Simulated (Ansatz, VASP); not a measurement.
Rb: VASP beside Ansatz

```
CELL_PARAMETERS angstrom
0.00000 5.21449 5.21449
5.21449 0.00000 5.21449
5.21449 5.21449 0.00000
ATOMIC_POSITIONS crystal
Rb 0.12500 0.12500 0.12500
Rb 0.87500 0.87500 0.87500
```

Alike in both runs: functional r2SCAN; k mesh 6 × 6 × 6; occupations fermi-dirac, width 0.1 eV; no spin polarisation.

Ansatz relaxed the structure, and its values are those at the end. VASP's run is a single point on that final structure, the one shown.

|  | VASP | Ansatz |
| --- | --- | --- |
| version | VASP 6.6.1 | Ansatz 0.2.0 |
| potentials or method | VASP PAW PBE potentials, release 64 (Rb_sv), cutoff 520 eV | plane waves (500 eV) with PAW, scalar-relativistic |
| valence electrons in the cell | 18 | 18 |

```tsv
	VASP	Ansatz	Ansatz less VASP
pressure (GPa)	0.0	0.0	0.00
```

VASP's potentials were made for PBE, not for r2SCAN.
